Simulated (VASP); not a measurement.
Set up this calculation in VASP 6.6.1, as the native input.

```yaml
Task: relaxation of cell and atoms
Functional: PBEsol
Potentials_or_basis: VASP PAW PBE potentials, release 64 (Ti_sv, Al)
Cutoff: 600 eV
k_mesh: 6 × 6 × 6
Occupations: fermi-dirac, width 0.1 eV
Spin: no spin polarisation
Dipole_correction: no
Further_INCAR_settings: ALGO = Normal; EDIFF = 1e-06; IBRION = 2; EDIFFG = -0.01; NSW = 80; ISIF = 3
```

The structure of TiAl3 lies in POSCAR:

```
TiAl3
1.0
    3.9556712500      0.0000000000      0.0000000000
    0.0000000000      3.9556712500      0.0000000000
    0.0000000000      0.0000000000      3.9556712500
Ti Al
1 3
Direct
    0.0000000000      0.0000000000      0.0000000000
    0.5000000000      0.5000000000      0.0000000000
    0.0000000000      0.5000000000      0.5000000000
    0.5000000000      0.0000000000      0.5000000000
```

These files were run (other wordings do the same):

INCAR

```
PREC = Accurate ; ENCUT = 600
EDIFF = 1E-6 ; ISMEAR = -1
SIGMA = 0.1 ; LREAL = False
LASPH = True ; NELM = 100
ALGO = Normal ; ISIF = 3
LWAVE = False ; LCHARG = False
GGA = PS ; IBRION = 2
NSW = 80 ; EDIFFG = -0.01
```

KPOINTS

```
Automatic mesh
0
Gamma
  6 6 6
```

Potentials or basis: VASP PAW PBE potentials, release 64 (Ti_sv, Al).

Run with:

```sh
$ cat potpaw_PBE.64/Ti_sv/POTCAR potpaw_PBE.64/Al/POTCAR > POTCAR
$ mpirun -np 1 vasp_std > vasp.out
```

It gave:

- Relaxed volume: 15.42 Å³/atom
- Relaxed cell: a = 3.951 Å, b = 3.951 Å, c = 3.951 Å, α = 90.00°, β = 90.00°, γ = 90.00°
- Space group after relaxing (to 0.05 Å): Pm-3m (No. 221)
- Energy gained by relaxing: 0.1 meV/atom
- Ionic steps: 3
- Pressure after relaxing: 0.0 GPa

Caveat: the PAW data sets were made with another functional, which shifts forces and pressure a little.

Wall time 67 s on 1 thread of Intel Xeon 8259CL (shared host), peak memory 0.19 GiB.
